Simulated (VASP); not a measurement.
# ScAl3 (I4/mmm) in VASP: single point with r2SCAN

Aim: the single point of ScAl3 with r2SCAN.

All numbers are computed with VASP 6.6.1; they aren't measurements. Logs are shortened: lines on timing, memory, paths and dates and some standing lists are left out, and cuts for length are marked.

### 1 The cell of the first run

The structure is tetragonal, space group I4/mmm (No. 139). The conventional cell has a = 4.005 Å, b = 4.005 Å, c = 8.759 Å, α = 90.00°, β = 90.00°, γ = 90.00°. Sc (site symmetry 4/mmm) has 12 Al at 2.83 to 2.97 Å within 3.7 Å. Within 3.7 Å of Al (site symmetry -4m2) lie 8 Al at 2.83 to 2.97 Å and 4 Sc at 2.97 Å. Within 3.7 Å of Al (site symmetry 4/mmm) lie 4 Sc at 2.83 Å and 8 Al at 2.97 Å.

### 2 Single point, r2SCAN

POSCAR reads:

```
ScAl3
1.0
   -2.0026840907      2.0026840907      4.3795826719
    2.0026840907     -2.0026840907      4.3795826719
    2.0026840907      2.0026840907     -4.3795826719
Sc Al
1 3
Direct
    0.0000000000      0.0000000000      0.0000000000
    0.7500000000      0.2500000000      0.5000000000
    0.2500000000      0.7500000000      0.5000000000
    0.5000000000      0.5000000000      0.0000000000
```

INCAR.step1 reads:

```
ALGO     = Normal         # electronic algorithm
EDIFF    = 1E-4           # SCF threshold, eV
ENCUT    = 520            # plane-wave cutoff, eV
GGA      = PE             # functional
ISMEAR   = 0              # smearing method
LASPH    = T              # aspherical terms in the spheres
LCHARG   = F              # write CHGCAR
LREAL    = F              # projectors in reciprocal space
LWAVE    = T              # write WAVECAR
NBANDS   = 18             # bands
NELM     = 100            # most SCF steps
PREC     = Accurate       # precision mode
SIGMA    = 0.1            # smearing width, eV
```

INCAR.step2 reads:

```
ALGO     = Normal         # electronic algorithm
EDIFF    = 1E-6           # SCF threshold, eV
ENCUT    = 520            # plane-wave cutoff, eV
ISIF     = 2              # what is computed and relaxed
ISMEAR   = 0              # smearing method
ISTART   = 1            
LASPH    = T              # aspherical terms in the spheres
LCHARG   = T              # write CHGCAR
LELF     = T              # ELF
LMIXTAU  = T            
LREAL    = F              # projectors in reciprocal space
LVHAR    = T            
LWAVE    = F              # write WAVECAR
METAGGA  = R2SCAN         # meta-GGA
NBANDS   = 18             # bands
NELM     = 100            # most SCF steps
PREC     = Accurate       # precision mode
SIGMA    = 0.1            # smearing width, eV
```

KPOINTS reads:

```
k-points
0
Gamma
  16 16 16
```

Potentials or basis: VASP PAW PBE potentials, release 64 (Sc_sv, Al).

Started as:

```
> cat potpaw_PBE.64/Sc_sv/POTCAR potpaw_PBE.64/Al/POTCAR > POTCAR
> cp INCAR.step1 INCAR
> mpirun -np 1 vasp_std > vasp.out
> cp INCAR.step2 INCAR
> mpirun -np 1 vasp_std > vasp.out
```

OUTCAR:

```text
EDIFF = 1E-6
   ENCUT = 520
   ISIF = 2
   ISMEAR = 0
   ISTART = 1
   LASPH = T
   LREAL = F
   METAGGA = R2SCAN
   NELM = 100
   PREC = Accurate

 ion  position               nearest neighbor table
   1  0.000  0.000  0.000-   4 2.83   4 2.83   4 2.83   4 2.83   3 2.97   2 2.97   3 2.97   3 2.97
                             2 2.97   2 2.97   3 2.97   2 2.97
   2  0.750  0.250  0.500-   3 2.83   3 2.83   3 2.83   3 2.83   4 2.97   1 2.97   4 2.97   1 2.97
                             4 2.97   4 2.97   1 2.97   1 2.97
   3  0.250  0.750  0.500-   2 2.83   2 2.83   2 2.83   2 2.83   4 2.97   1 2.97   4 2.97   4 2.97
                             1 2.97   1 2.97   4 2.97   1 2.97
   4  0.500  0.500  0.000-   1 2.83   1 2.83   1 2.83   1 2.83   3 2.97   2 2.97   3 2.97   2 2.97
                             3 2.97   3 2.97   2 2.97   2 2.97

  LATTYP: Found a body centered tetragonal cell.
 ALAT       =     4.0053681814
 C/A-ratio  =     2.1868564754

  Lattice vectors:

 A1 = (  -2.0026840907,   2.0026840907,   4.3795826719)
 A2 = (   2.0026840907,  -2.0026840907,   4.3795826719)
 A3 = (   2.0026840907,   2.0026840907,  -4.3795826719)

Analysis of symmetry for initial positions (statically):
=====================================================================
 Subroutine PRICEL returns:
 Original cell was already a primitive cell.

 Routine SETGRP: Setting up the symmetry group for a
 body centered tetragonal supercell.

 Subroutine GETGRP returns: Found 16 space group operations
 (whereof 16 operations were pure point group operations)
 out of a pool of 16 trial point group operations.

The static configuration has the point symmetry D_4h.

Analysis of symmetry for dynamics (positions and initial velocities):
=====================================================================
 Subroutine PRICEL returns:
 Original cell was already a primitive cell.

 Routine SETGRP: Setting up the symmetry group for a
 body centered tetragonal supercell.

 Subroutine GETGRP returns: Found 16 space group operations
 (whereof 16 operations were pure point group operations)
 out of a pool of 16 trial point group operations.

The dynamic configuration has the point symmetry D_4h.

 Subroutine INISYM returns: Found 16 space group operations
 (whereof 16 operations are pure point group operations),
 and found     1 'primitive' translations

[... 96 lines left out ...]
   ENCUT  =  520.0 eV  38.22 Ry    6.18 a.u.   9.70  9.70  9.70*2*pi/ulx,y,z
   NELM   =    100;   NELMIN=  2; NELMDL=  0     # of ELM steps
   EDIFF  = 0.1E-05   stopping-criterion for ELM
   LREAL  =      F    real-space projection
   EDIFFG = 0.1E-04   stopping-criterion for IOM
   NSW    =      0    number of steps for IOM
   IBRION =     -1    ionic relax: 0-MD 1-quasi-New 2-CG
   NFREE  =      0    steps in history (QN), initial steepest desc. (CG)
   ISIF   =      2    stress and relaxation
   ISYM   =      2    0-nonsym 1-usesym 2-fastsym
   POTIM  = 0.5000    time-step for ionic-motion
   TEBEG  =    0.0;   TEEND  =   0.0 temperature during run
   PSTRESS=    0.0 pullay stress
   NELECT =      20.0000    total number of electrons
   NUPDOWN=      -1.0000    fix difference up-down
   EMIN   =  10.00;   EMAX   =-10.00  energy-range for DOS
   EFERMI =   0.00;   METHOD = LEGACY
   ISMEAR =     0;   SIGMA  =   0.10  broadening in eV -4-tet -1-fermi 0-gaus
   EFERMI_NEDOS =   21; number of points for ismear=-14 and -15
   IALGO  =     38    algorithm
   IMIX   =      4    mixing-type and parameters
     AMIX     =   0.40;   BMIX     =  1.00
     AMIX_MAG =   1.60;   BMIX_MAG =  1.00
  volume/ion in A,a.u.               =      17.57       118.54
  Fermi-wavevector in a.u.,A,eV,Ry     =   1.076909  2.035063 15.779122  1.159733
  Thomas-Fermi vector in A             =   2.212806
   LORBIT       =      0    0 simple, 1 ext, 2 COOP (PROOUT), +10 PAW based schemes
   METAGGA = R2SCAN    functional components
   LHFCALC =     F    Hartree Fock is set to
   AEXX    =    0.0000 exact exchange contribution
   IVDW    =     0    specifies the selected vdW correction
   LEPSILON=     F    determine dielectric tensor
   LRPA    =     F    only Hartree local field effects (RPA)
 non-spin polarized calculation
 Gauss-broadening in eV      SIGMA  =   0.10
  energy-cutoff  :      520.00
  volume of cell :       70.26
 maximum number of plane-waves:      1929
   NGX = 19   NGY = 19   NGZ = 19

 number of electron      19.9999998 magnetization

 Free energy of the ion-electron system (eV)
  ---------------------------------------------------
  ext. energy  EPLUGINS =         0.00000000
  ---------------------------------------------------
  free energy    TOTEN  =       -33.09231922 eV

  energy without entropy =      -33.08325400  energy(sigma->0) =      -33.08778661

 E-fermi :   6.6540     XC(G=0): -11.0281

 val. band max:        6.6537857359   @ k =  -0.1875   0.5000   0.0625
 cond. band min:       6.6559927854   @ k =  -0.0625  -0.3125   0.0625
 fundamental gap:      0.0022070495
 Fermi energy:         6.6539751217

 k-point     1 :       0.0000    0.0000    0.0000
  band No.  band energies     occupation
      1     -44.2449      2.00000
      2     -21.9773      2.00000
      3     -21.9599      2.00000
      4     -21.9599      2.00000
      5      -3.4371      2.00000
      6       4.0687      2.00000
[... 481 lines left out ...]
      5      -3.3573      2.00000
      6       4.1281      2.00000
[... 10 lines left out ...]
     17      11.7115      0.00000
     18      11.7405      0.00000

 [... further k-points ...]

------------------------ aborting loop because EDIFF is reached ----------------------------------------

  FORCE on cell =-STRESS in cart. coord.  units (eV):
  Direction    XX          YY          ZZ          XY          YZ          ZX
  --------------------------------------------------------------------------------------
  -------------------------------------------------------------------------------------
  Total       -0.0017351     -0.0017351     -0.0056847      0.0000000      0.0000000     -0.0000000
  in kB       -0.0395657     -0.0395657     -0.1296289      0.0000000      0.0000000     -0.0000000
  external PRESSURE =      -0.0695868 kB  Pullay stress =       0.0000000 kB

 VOLUME and BASIS-vectors are now :
 -----------------------------------------------------------------------------
  energy-cutoff  :      520.00
  volume of cell :       70.26
      direct lattice vectors                 reciprocal lattice vectors
    -2.002684091  2.002684091  4.379582672     0.000000000  0.249664938  0.114166129
     2.002684091 -2.002684091  4.379582672     0.249664938  0.000000000  0.114166129
     2.002684091  2.002684091 -4.379582672     0.249664938  0.249664938  0.000000000

 POSITION                                       TOTAL-FORCE (eV/Angst)
 -----------------------------------------------------------------------------------
      0.00000      0.00000      0.00000        -0.000000      0.000000     -0.000000
      0.00000      2.00268      2.18979         0.000000      0.000000      0.000000
      2.00268      0.00000      2.18979        -0.000000     -0.000000     -0.000000
      0.00000      0.00000      4.37958        -0.000000      0.000000     -0.000000
 -----------------------------------------------------------------------------------
    total drift:                               -0.000000     -0.000000      0.000000

  FREE ENERGIE OF THE ION-ELECTRON SYSTEM (eV)
  ---------------------------------------------------
  free  energy   TOTEN  =       -33.0923192197 eV

  energy  without entropy=      -33.0832539981  energy(sigma->0) =      -33.08778661
```

Run time: 30 min. Hardware: 1 thread of Intel Xeon 8259CL, shared host; peak memory 0.57 GiB.

What came out:

```
Free energy            : -33.0923 eV
Pressure               : 0.0 GPa
Band gap on the k mesh : zero (bands 10 and 11 overlap by 2.17 eV)
```

Levels at points of the mesh, in eV from the Fermi level:
```csv
k point,band 8,band 9,band 10,band 11,band 12,band 13
"(0.00, 0.00, 0.00)",-1.11,-1.11,-0.98,1.62,1.62,1.87
"(0.50, 0.00, 0.00)",-2.93,-0.77,0.42,1.27,1.89,2.89
"(0.50, 0.50, 0.00)",-3.79,-2.72,-1.97,-0.52,2.84,2.91
"(0.50, 0.50, 0.50)",-1.13,-1.13,0.24,1.64,1.64,2.11
```

Caveat: the PAW data sets were made with another functional, which shifts forces and pressure a little.
